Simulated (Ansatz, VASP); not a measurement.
Hg: VASP beside Ansatz

```
Hg
1.0
     9.50668    0.00000    0.00000
    -4.75334    8.23303    0.00000
     0.00000    0.00000    5.72067
Hg
3
Direct
  0.00000 0.00000 0.00000
  0.33333 0.66667 0.50000
  0.66667 0.33333 0.50000
```

Alike in both runs: task single point; functional BLYP; k mesh 5 × 5 × 7; occupations fermi-dirac, width 0.1 eV; no spin polarisation.

```csv
,VASP,Ansatz
version,VASP 6.6.1,Ansatz 0.2.0
potentials or method,"VASP PAW PBE potentials, release 64 (Hg), cutoff 520 eV","plane waves (420 eV) with PAW, scalar-relativistic"
valence electrons in the cell,36,60
```

Ansatz gave:

```
gap on the k mesh at the Fermi level (eV) : 4.73
pressure (GPa)                            : 0.0
```

**Question.** What did VASP give for the same quantities?

**Answer.** gap on the k mesh at the Fermi level (eV): 4.70; pressure (GPa): 0.0.

VASP's potentials were made for PBE, not for BLYP. With one functional, cell and mesh, what is left measures potentials, basis and numerics. VASP's potentials hold 36 valence electrons a cell and Ansatz's 60, so a difference there can come from the potentials and not from the codes. Ansatz's warnings: xc potential rough in thin density.

Spin-orbit coupling is off throughout.
